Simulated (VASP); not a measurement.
**BaTiO3: single point with r2SCAN**

Crystal: BaTiO3.

```
Ba Ti O
1.0
     3.99597    0.00000    0.00000
     0.00000    3.99597    0.00000
     0.00000    0.00000    3.99597
Ba Ti O
1 1 3
Direct
  0.50000 0.50000 0.50000
  0.00000 0.00000 0.00000
  0.50000 0.00000 0.00000
  0.00000 0.50000 0.00000
  0.00000 0.00000 0.50000
```

```yaml
Program: VASP 6.6.1
Task: single point
Functional: r2SCAN
Potentials_or_basis: VASP PAW PBE potentials, release 64 (Ba_sv, Ti_sv, O_h)
Cutoff: 1480 eV
k_mesh: 3 × 3 × 3
Occupations: gaussian, width 0.01 eV
Spin: no spin polarisation
```

```yaml
Pressure: 1.9 GPa
Band_gap_on_the_k_mesh: 2.23 eV
```

Levels at points of the mesh, in eV from the valence-band top:
```csv
k point,band 17,band 18,band 19,band 20,band 21,band 22,band 23,band 24
"(0.00, 0.00, 0.00)",-0.98,0.00,0.00,0.00,2.23,2.23,2.23,4.28
```

It took 96 s on 1 thread of Intel(R) Xeon(R) Platinum 8488C (Sapphire Rapids), with other jobs on the host, peak memory 0.42 GiB.

Caveat: the k points lie up to 0.52 Å⁻¹ apart; the PAW data sets were made with another functional, which shifts forces and pressure a little; spin-orbit coupling is left out, which moves the levels of the heavy elements; an odd mesh through Γ misses points on the zone boundary, where band edges can lie.
